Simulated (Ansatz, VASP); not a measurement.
One calculation of Au, two programs

```
Au
1.0
    -1.70596    1.70596    1.46786
     1.70596   -1.70596    1.46786
     1.70596    1.70596   -1.46786
Au
1
Direct
  0.00000 0.00000 0.00000
```

Alike in both runs: functional PBEsol; k mesh 18 × 18 × 18; occupations gaussian, width 0.1 eV; no spin polarisation.

Ansatz relaxed the structure, and its values are those at the end. VASP's run is a single point on that final structure, the one shown.

```csv
,VASP,Ansatz
version,VASP 6.6.1,Ansatz 0.2.0
potentials or method,"VASP PAW PBE potentials, release 64 (Au), cutoff 520 eV","scalar-relativistic, plane waves, PAW"
valence electrons in the cell,11,19
```

```tsv
	VASP	Ansatz	Ansatz less VASP
gap on the k mesh at the Fermi level (eV)	none	none	-
pressure (GPa)	-0.3	0.0	+0.29
```

VASP's potentials were made for PBE, not for PBEsol. A gap of «none» marks a metal or a gap that the smearing closes. VASP's potentials hold 11 valence electrons a cell and Ansatz's 19, so a difference there can come from the potentials and not from the codes.

Neither program's run includes spin-orbit coupling.
